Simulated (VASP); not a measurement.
# Ti (I4/mmm) in VASP: further runs

Runs on Ti. Level: LDA. Tasks: single point.

Program: VASP 6.6.1. These are calculated values, not measurements. Logs are shortened: lines on timing, memory, paths and dates and some standing lists are left out, and cuts for length are marked.

### Step 1. The cell of the first run

Symmetry: I4/mmm, No. 139, tetragonal system. The conventional cell has a = 3.233 Å, b = 3.233 Å, c = 3.331 Å, α = 90.00°, β = 90.00°, γ = 90.00°. Ti (site symmetry 4/mmm) has 14 Ti at 2.83 to 3.33 Å within 3.7 Å.

### Step 2. Single point, LDA (strain -0.015 along x and y, +0.015 along z)

File INCAR:

```
SYSTEM = Ti
ALGO = Normal ; EDIFF = 1E-6
ENCUT = 520 ; GGA = CA
ISIF = 2 ; ISMEAR = 0
LASPH = .TRUE. ; LCHARG = .FALSE.
LREAL = .FALSE. ; LWAVE = .FALSE.
NBANDS = 12 ; NELM = 80
PREC = Accurate ; SIGMA = 0.15
```

File KPOINTS:

```
k-points
0
G
  20 20 20
  0 0 0
```

File POSCAR:

```
Ti
1.0
   -1.6163850000      1.6163850000      1.6656150000
    1.6163850000     -1.6163850000      1.6656150000
    1.6163850000      1.6163850000     -1.6656150000
Ti
1
Direct
    0.0000000000      0.0000000000      0.0000000000
```

Potentials or basis: VASP PAW LDA potentials, release 64 (Ti_sv).

On the command line:

```console
cat potpaw_LDA.64/Ti_sv/POTCAR > POTCAR
mpirun -np 1 vasp_std > vasp.out
```

OUTCAR:

```text
SYSTEM = Ti
   EDIFF = 1E-6
   ENCUT = 520
   GGA = CA
   ISIF = 2
   ISMEAR = 0
   LASPH = .TRUE.
   LREAL = .FALSE.
   NELM = 80
   PREC = Accurate

 ion  position               nearest neighbor table
   1  0.000  0.000  0.000-

  LATTYP: Found a body centered tetragonal cell.
 ALAT       =     3.2327700000
 C/A-ratio  =     1.0304568528

  Lattice vectors:

 A1 = (  -1.6163850000,   1.6163850000,   1.6656150000)
 A2 = (   1.6163850000,  -1.6163850000,   1.6656150000)
 A3 = (   1.6163850000,   1.6163850000,  -1.6656150000)

Analysis of symmetry for initial positions (statically):
=====================================================================
 Subroutine PRICEL returns:
 Original cell was already a primitive cell.

 Routine SETGRP: Setting up the symmetry group for a
 body centered tetragonal supercell.

 Subroutine GETGRP returns: Found 16 space group operations
 (whereof 16 operations were pure point group operations)
 out of a pool of 16 trial point group operations.

The static configuration has the point symmetry D_4h.

Analysis of symmetry for dynamics (positions and initial velocities):
=====================================================================
 Subroutine PRICEL returns:
 Original cell was already a primitive cell.

 Routine SETGRP: Setting up the symmetry group for a
 body centered tetragonal supercell.

 Subroutine GETGRP returns: Found 16 space group operations
 (whereof 16 operations were pure point group operations)
 out of a pool of 16 trial point group operations.

The dynamic configuration has the point symmetry D_4h.

 Subroutine INISYM returns: Found 16 space group operations
 (whereof 16 operations are pure point group operations),
 and found     1 'primitive' translations

----------------------------------------------------------------------------------------

                                     Primitive cell

  volume of cell :      17.4070

  direct lattice vectors                    reciprocal lattice vectors
    -1.616385000  1.616385000  1.665615000     0.000000000  0.309332244  0.300189420
     1.616385000 -1.616385000  1.665615000     0.309332244  0.000000000  0.300189420
     1.616385000  1.616385000 -1.665615000     0.309332244  0.309332244  0.000000000

  length of vectors
     2.828369542  2.828369542  2.828369542     0.431045386  0.431045386  0.437461855

  position of ions in fractional coordinates (direct lattice)
     0.000000000  0.000000000  0.000000000

  ion indices of the primitive-cell ions
   primitive index   ion index
                 1           1

----------------------------------------------------------------------------------------

 KPOINTS: k-points

Automatic generation of k-mesh.
 Grid dimensions read from file:
 generate k-points for:   20   20   20

 Generating k-lattice:

  Cartesian coordinates                     Fractional coordinates (reciprocal lattice)
     0.000000000  0.015466612  0.015009471     0.050000000  0.000000000  0.000000000
     0.015466612  0.000000000  0.015009471     0.000000000  0.050000000  0.000000000
     0.015466612  0.015466612  0.000000000     0.000000000  0.000000000  0.050000000

  Length of vectors
     0.021552269  0.021552269  0.021873093

  Shift w.r.t. Gamma in fractional coordinates (k-lattice)
     0.000000000  0.000000000  0.000000000

 Subroutine IBZKPT returns following result:
 ===========================================

 Found    641 irreducible k-points:

 Following reciprocal coordinates:
            Coordinates               Weight
  0.000000  0.000000  0.000000      1.000000
  0.050000  0.000000  0.000000      8.000000
  0.100000 -0.000000  0.000000      8.000000
  0.150000  0.000000  0.000000      8.000000
  0.200000 -0.000000  0.000000      8.000000
  0.250000  0.000000  0.000000      8.000000
[... 16 lines left out ...]
 -0.400000  0.050000  0.000000     16.000000
 -0.350000  0.050000  0.000000     16.000000
 [... further k-points ...]
   k-points           NKPTS =    641   k-points in BZ     NKDIM =    641   number of bands    NBANDS=     12
   number of dos      NEDOS =    301   number of ions     NIONS =      1
   total plane-waves  NPLWV =  13824
   dimension x,y,z NGX =    24 NGY =   24 NGZ =   24
   dimension x,y,z NGXF=    48 NGYF=   48 NGZF=   48
   ions per type =               1
   NGX,Y,Z   is equivalent  to a cutoff of  14.11, 14.11, 14.11 a.u.
   NGXF,Y,Z  is equivalent  to a cutoff of  28.21, 28.21, 28.21 a.u.
 SYSTEM =  Ti
   PREC   = accura    normal or accurate (medium, high low for compatibility)
   ISTART =      0    job   : 0-new  1-cont  2-samecut
   ICHARG =      2    charge: 1-file 2-atom 10-const
   ISPIN  =      1    spin polarized calculation?
   LNONCOLLINEAR =      F non collinear calculations
   LSORBIT =      F    spin-orbit coupling
   LASPH  =      T    aspherical Exc in radial PAW
   ENCUT  =  520.0 eV  38.22 Ry    6.18 a.u.   5.26  5.26  5.26*2*pi/ulx,y,z
   NELM   =     80;   NELMIN=  2; NELMDL= -5     # of ELM steps
   EDIFF  = 0.1E-05   stopping-criterion for ELM
   LREAL  =      F    real-space projection
   EDIFFG = 0.1E-04   stopping-criterion for IOM
   NSW    =      0    number of steps for IOM
   IBRION =     -1    ionic relax: 0-MD 1-quasi-New 2-CG
   NFREE  =      0    steps in history (QN), initial steepest desc. (CG)
   ISIF   =      2    stress and relaxation
   ISYM   =      2    0-nonsym 1-usesym 2-fastsym
   POTIM  = 0.5000    time-step for ionic-motion
   TEBEG  =    0.0;   TEEND  =   0.0 temperature during run
   PSTRESS=    0.0 pullay stress
   NELECT =      12.0000    total number of electrons
   NUPDOWN=      -1.0000    fix difference up-down
   EMIN   =  10.00;   EMAX   =-10.00  energy-range for DOS
   EFERMI =   0.00;   METHOD = LEGACY
   ISMEAR =     0;   SIGMA  =   0.15  broadening in eV -4-tet -1-fermi 0-gaus
   EFERMI_NEDOS =   21; number of points for ismear=-14 and -15
   IALGO  =     38    algorithm
   IMIX   =      4    mixing-type and parameters
     AMIX     =   0.40;   BMIX     =  1.00
     AMIX_MAG =   1.60;   BMIX_MAG =  1.00
  volume/ion in A,a.u.               =      17.41       117.47
  Fermi-wavevector in a.u.,A,eV,Ry     =   1.446196  2.732914 28.456353  2.091483
  Thomas-Fermi vector in A             =   2.564292
   LORBIT       =      0    0 simple, 1 ext, 2 COOP (PROOUT), +10 PAW based schemes
   GGA     = CA    functional components
   LHFCALC =     F    Hartree Fock is set to
   AEXX    =    0.0000 exact exchange contribution
   IVDW    =     0    specifies the selected vdW correction
   LEPSILON=     F    determine dielectric tensor
   LRPA    =     F    only Hartree local field effects (RPA)
 non-spin polarized calculation
 Gauss-broadening in eV      SIGMA  =   0.15
  energy-cutoff  :      520.00
  volume of cell :       17.41
 maximum number of plane-waves:       481
 NGX is ok and might be reduce to    24
   NGX = 11   NGY = 11   NGZ = 11

 number of electron      11.9999999 magnetization

 Free energy of the ion-electron system (eV)
  ---------------------------------------------------
  ext. energy  EPLUGINS =         0.00000000
  ---------------------------------------------------
  free energy    TOTEN  =        -8.42378931 eV

  energy without entropy =       -8.39754242  energy(sigma->0) =       -8.41066587

 E-fermi :   7.8225     XC(G=0): -11.7695

 val. band max:        7.8170211116   @ k =  -0.4000  -0.4000   0.1500
 cond. band min:       7.8239230936   @ k =  -0.3000   0.3500   0.1000
 fundamental gap:      0.0069019819
 Fermi energy:         7.8224897647

 k-point     1 :       0.0000    0.0000    0.0000
  band No.  band energies     occupation
      1     -48.0154      2.00000
      2     -24.2444      2.00000
      3     -24.2444      2.00000
      4     -24.2425      2.00000
      5       1.9532      2.00000
      6       8.7029      0.00000
      7       8.7029      0.00000
      8       8.9082      0.00000
      9      10.4107      0.00000
     10      10.6498      0.00000
     11      24.9625      0.00000
     12      25.4813      0.00000

 k-point     2 :       0.0500    0.0000    0.0000
  band No.  band energies     occupation
      1     -48.0121      2.00000
      2     -24.2612      2.00000
      3     -24.2497      2.00000
      4     -24.2434      2.00000
      5       2.0383      2.00000
      6       8.6947      0.00000
      7       8.7064      0.00000
      8       8.9291      0.00000
      9      10.3768      0.00000
     10      10.6375      0.00000
     11      24.9165      0.00000
     12      25.3986      0.00000

 k-point     3 :       0.1000   -0.0000    0.0000
  band No.  band energies     occupation
      1     -48.0025      2.00000
      2     -24.3122      2.00000
      3     -24.2649      2.00000
      4     -24.2434      2.00000
      5       2.2886      2.00000
      6       8.6407      0.00000
      7       8.6587      0.00000
      8       9.0704      0.00000
      9      10.2841      0.00000
     10      10.6191      0.00000
     11      24.6330      0.00000
     12      25.2069      0.00000
[... 286 lines left out ...]
 k-point    23 :      -0.4000    0.0500    0.0000
  band No.  band energies     occupation
      1     -47.8976      2.00000
      2     -24.8361      2.00000
      3     -24.4288      2.00000
      4     -24.2515      2.00000
      5       5.1454      2.00000
      6       7.6505      1.89512
      7       8.2351      0.00010
      8      10.3269      0.00000
      9      10.8459      0.00000
     10      11.5116      0.00000
     11      18.1823      0.00000
     12      21.9964      0.00000

 k-point    24 :      -0.3500    0.0500    0.0000
  band No.  band energies     occupation
      1     -47.9147      2.00000
      2     -24.7535      2.00000
      3     -24.4010      2.00000
      4     -24.2515      2.00000
      5       4.7416      2.00000
      6       7.8018      1.15485
      7       8.0734      0.01802
      8      10.2424      0.00000
      9      10.7875      0.00000
     10      11.0271      0.00000
     11      19.4570      0.00000
     12      22.5562      0.00000

 [... further k-points ...]
[... 5 lines left out ...]
  --------------------------------------------------------------------------------------
  -------------------------------------------------------------------------------------
  Total       -1.0568847     -1.0568847     -0.9948930      0.0000000      0.0000000      0.0000000
  in kB      -97.2778455    -97.2778455    -91.5720029      0.0000000      0.0000000      0.0000000
  external PRESSURE =     -95.3758980 kB  Pullay stress =       0.0000000 kB

 VOLUME and BASIS-vectors are now :
 -----------------------------------------------------------------------------
  energy-cutoff  :      520.00
  volume of cell :       17.41
      direct lattice vectors                 reciprocal lattice vectors
    -1.616385000  1.616385000  1.665615000     0.000000000  0.309332244  0.300189420
     1.616385000 -1.616385000  1.665615000     0.309332244  0.000000000  0.300189420
     1.616385000  1.616385000 -1.665615000     0.309332244  0.309332244  0.000000000

 POSITION                                       TOTAL-FORCE (eV/Angst)
 -----------------------------------------------------------------------------------
      0.00000      0.00000      0.00000        -0.000000      0.000000     -0.000000
 -----------------------------------------------------------------------------------
    total drift:                               -0.000000      0.000000      0.000000

  FREE ENERGIE OF THE ION-ELECTRON SYSTEM (eV)
  ---------------------------------------------------
  free  energy   TOTEN  =        -8.4237893095 eV

  energy  without entropy=       -8.3975424220  energy(sigma->0) =       -8.41066587
```

Wall time 1.8 min (1 thread of Intel Xeon Platinum 8259CL at 2.50GHz (Skylake/Cascade Lake), shared host); peak memory 0.23 GiB.

What came out:

```
Free energy            : -8.4238 eV
Pressure               : -9.5 GPa
Band gap on the k mesh : zero (band 6 reaches 8.76 eV, above the bottom of band 7 at 7.19 eV)
```

Stress tensor (GPa, compression positive):
```
-9.73  0.00  0.00
 0.00 -9.73  0.00
 0.00  0.00 -9.16
```

Caveat: the cell differs from its parent crystal (strain -0.015 along x and y, +0.015 along z).

### Step 3. Single point, LDA (strain -0.015 along x and y, +0.030 along z)

File INCAR:

```
SYSTEM = Ti
  ALGO = Normal
  EDIFF = 1E-6
  ENCUT = 520
  ISIF = 2
  ISMEAR = 0
  LASPH = .True.
  LCHARG = .False.
  LREAL = .False.
  LWAVE = .False.
  NBANDS = 12
  NELM = 60
  PREC = Accurate
  SIGMA = 0.15
```

File KPOINTS:

```
k-points
0
Gamma
  20 20 20
  0 0 0
```

File POSCAR:

```
Ti
1.0
   -1.6163850000      1.6163850000      1.6902300000
    1.6163850000     -1.6163850000      1.6902300000
    1.6163850000      1.6163850000     -1.6902300000
Ti
1
Direct
    0.0000000000      0.0000000000      0.0000000000
```

Potentials or basis: VASP PAW LDA potentials, release 64 (Ti_sv).

On the command line:

```console
cat potpaw_LDA.64/Ti_sv/POTCAR > POTCAR
mpirun -np 1 vasp_std > vasp.out
```

OUTCAR:

```text
SYSTEM = Ti
   EDIFF = 1E-6
   ENCUT = 520
   ISIF = 2
   ISMEAR = 0
   LASPH = .True.
   LREAL = .False.
   NELM = 60
   PREC = Accurate

 ion  position               nearest neighbor table
   1  0.000  0.000  0.000-

  LATTYP: Found a body centered tetragonal cell.
 ALAT       =     3.2327700000
 C/A-ratio  =     1.0456852792

  Lattice vectors:

 A1 = (  -1.6163850000,   1.6163850000,   1.6902300000)
 A2 = (   1.6163850000,  -1.6163850000,   1.6902300000)
 A3 = (   1.6163850000,   1.6163850000,  -1.6902300000)

Analysis of symmetry for initial positions (statically):
=====================================================================
 Subroutine PRICEL returns:
 Original cell was already a primitive cell.

 Routine SETGRP: Setting up the symmetry group for a
 body centered tetragonal supercell.

 Subroutine GETGRP returns: Found 16 space group operations
 (whereof 16 operations were pure point group operations)
 out of a pool of 16 trial point group operations.

The static configuration has the point symmetry D_4h.

Analysis of symmetry for dynamics (positions and initial velocities):
=====================================================================
 Subroutine PRICEL returns:
 Original cell was already a primitive cell.

 Routine SETGRP: Setting up the symmetry group for a
 body centered tetragonal supercell.

 Subroutine GETGRP returns: Found 16 space group operations
 (whereof 16 operations were pure point group operations)
 out of a pool of 16 trial point group operations.

The dynamic configuration has the point symmetry D_4h.

 Subroutine INISYM returns: Found 16 space group operations
 (whereof 16 operations are pure point group operations),
 and found     1 'primitive' translations

----------------------------------------------------------------------------------------

                                     Primitive cell

  volume of cell :      17.6643

[... 108 lines left out ...]
  Fermi-wavevector in a.u.,A,eV,Ry     =   1.439141  2.719583 28.179403  2.071128
  Thomas-Fermi vector in A             =   2.558030
   LORBIT       =      0    0 simple, 1 ext, 2 COOP (PROOUT), +10 PAW based schemes
   GGA     = CA    functional components
   LHFCALC =     F    Hartree Fock is set to
   AEXX    =    0.0000 exact exchange contribution
   IVDW    =     0    specifies the selected vdW correction
   LEPSILON=     F    determine dielectric tensor
   LRPA    =     F    only Hartree local field effects (RPA)
 non-spin polarized calculation
 Gauss-broadening in eV      SIGMA  =   0.15
  energy-cutoff  :      520.00
  volume of cell :       17.66
 maximum number of plane-waves:       487
 NGX is ok and might be reduce to    24
   NGX = 11   NGY = 11   NGZ = 11

 number of electron      12.0000001 magnetization

 Free energy of the ion-electron system (eV)
  ---------------------------------------------------
  ext. energy  EPLUGINS =         0.00000000
  ---------------------------------------------------
  free energy    TOTEN  =        -8.40831799 eV

  energy without entropy =       -8.38138568  energy(sigma->0) =       -8.39485183

 E-fermi :   7.6749     XC(G=0): -11.6998

 val. band max:        7.6704211238   @ k =  -0.1000   0.4500   0.1000
 cond. band min:       7.6762352300   @ k =  -0.4500   0.2000  -0.0000
 fundamental gap:      0.0058141062
 Fermi energy:         7.6749202765

 k-point     1 :       0.0000    0.0000    0.0000
  band No.  band energies     occupation
      1     -48.1961      2.00000
      2     -24.4427      2.00000
      3     -24.4427      2.00000
      4     -24.4396      2.00000
      5       1.8332      2.00000
      6       8.5128      0.00000
      7       8.5128      0.00000
      8       8.8088      0.00000
      9      10.1532      0.00000
     10      10.4963      0.00000
     11      24.5589      0.00000
     12      25.3129      0.00000
[... 331 lines left out ...]
 k-point    24 :      -0.3500    0.0500   -0.0000
  band No.  band energies     occupation
      1     -48.1015      2.00000
      2     -24.9285      2.00000
      3     -24.5900      2.00000
      4     -24.4484      2.00000
      5       4.5982      2.00000
      6       7.6933      0.86262
      7       7.9008      0.03321
      8      10.0009      0.00000
      9      10.5962      0.00000
     10      10.8158      0.00000
     11      19.0790      0.00000
     12      22.3348      0.00000

 [... further k-points ...]
[... 5 lines left out ...]
  --------------------------------------------------------------------------------------
  -------------------------------------------------------------------------------------
  Total       -1.2132993     -1.2132993     -1.1223637      0.0000000      0.0000000     -0.0000000
  in kB     -110.0482460   -110.0482460   -101.8002345      0.0000000      0.0000000     -0.0000000
  external PRESSURE =    -107.2989088 kB  Pullay stress =       0.0000000 kB

 VOLUME and BASIS-vectors are now :
 -----------------------------------------------------------------------------
  energy-cutoff  :      520.00
  volume of cell :       17.66
      direct lattice vectors                 reciprocal lattice vectors
    -1.616385000  1.616385000  1.690230000     0.000000000  0.309332244  0.295817729
     1.616385000 -1.616385000  1.690230000     0.309332244  0.000000000  0.295817729
     1.616385000  1.616385000 -1.690230000     0.309332244  0.309332244  0.000000000

 POSITION                                       TOTAL-FORCE (eV/Angst)
 -----------------------------------------------------------------------------------
      0.00000      0.00000      0.00000        -0.000000      0.000000      0.000000
 -----------------------------------------------------------------------------------
    total drift:                               -0.000000      0.000000      0.000000

  FREE ENERGIE OF THE ION-ELECTRON SYSTEM (eV)
  ---------------------------------------------------
  free  energy   TOTEN  =        -8.4083179864 eV

  energy  without entropy=       -8.3813856831  energy(sigma->0) =       -8.39485183
```

stdout:

```text
POSCAR found type information on POSCAR Ti
 POSCAR found :  1 types and       1 ions
 scaLAPACK will be used
 LDA part: xc-table for (Slater(with rela. corr.)+CA(PZ))
 , standard interpolation
 POSCAR, INCAR and KPOINTS ok, starting setup
 FFT: planning ... GRIDC
 FFT: planning ... GRID_SOFT
 FFT: planning ... GRID
 WAVECAR not read
 entering main loop
```

Wall time 91 s (1 thread of Intel Xeon Platinum 8259CL at 2.50GHz (Skylake/Cascade Lake), shared host); peak memory 0.23 GiB.

What came out:

| Property | Result |
| --- | --- |
| Free energy | -8.4083 eV |
| Pressure | -10.7 GPa |
| Band gap on the k mesh | zero (band 6 reaches 8.60 eV, above the bottom of band 7 at 7.07 eV) |

Stress tensor (GPa, compression positive):
```
-11.00   0.00   0.00
  0.00 -11.00   0.00
  0.00   0.00 -10.18
```

Caveat: the cell differs from its parent crystal (strain -0.015 along x and y, +0.030 along z).
